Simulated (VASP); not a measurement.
LaTlSe2: single point with PBEsol

The system is LaTlSe2.

```
Tl Se La
1.0
     4.33189    0.00000    0.00000
     0.00000    4.33189    0.00000
     0.00000    0.00000   12.64903
Tl Se La
2 4 2
Direct
  0.50000 0.00000 0.89040
  0.00000 0.50000 0.10960
  0.50000 0.00000 0.14621
  0.00000 0.50000 0.38866
  0.50000 0.00000 0.61134
  0.00000 0.50000 0.85379
  0.50000 0.00000 0.36537
  0.00000 0.50000 0.63463
```

```yaml
Program: VASP 6.6.1
Task: single point
Functional: PBEsol
Potentials_or_basis: VASP PAW PBE potentials, release 64 (Tl_d, Se, La)
Cutoff: 520 eV
k_mesh: 6 × 6 × 2
Occupations: fermi-dirac, width 0.03 eV
Spin: no spin polarisation
```

- Pressure: 0.0 GPa
- Largest force: 0.005 eV/Å
- Band gap on the k mesh: zero (bands 36 and 37 overlap by 1.22 eV)

Forces on the atoms (eV/Å):
```
Tl   0.000  0.000  0.004
Tl   0.000  0.000 -0.004
Se   0.000  0.000 -0.004
Se   0.000  0.000 -0.005
Se   0.000  0.000  0.005
Se   0.000  0.000  0.004
La   0.000  0.000  0.001
La   0.000  0.000 -0.001
```

Levels at points of the mesh, in eV from the Fermi level:
| k point | band 34 | band 35 | band 36 | band 37 | band 38 | band 39 |
| --- | --- | --- | --- | --- | --- | --- |
| (0.00, 0.00, 0.00) | -1.68 | -1.68 | -1.53 | -0.84 | -0.13 | 1.58 |
| (0.50, 0.00, 0.00) | -1.04 | 0.37 | 0.37 | 1.38 | 1.38 | 1.61 |
| (0.50, 0.50, 0.00) | -2.51 | -1.80 | -1.80 | 0.54 | 0.54 | 1.79 |
| (0.00, 0.00, 0.50) | -1.72 | -1.72 | -1.11 | -0.84 | -0.13 | 1.58 |
| (0.50, 0.00, 0.50) | -1.03 | 0.20 | 0.20 | 1.38 | 1.38 | 1.60 |
| (0.50, 0.50, 0.50) | -2.54 | -1.27 | -1.27 | 0.67 | 0.67 | 1.71 |

It took 2.7 min on 1 thread of AMD EPYC 9R45 96-Core Processor (Zen 5) (shared host), peak memory 0.41 GiB.

Caveat: the PAW data sets were made with another functional, which shifts forces and pressure a little; spin-orbit coupling is left out, which moves the levels of the heavy elements.
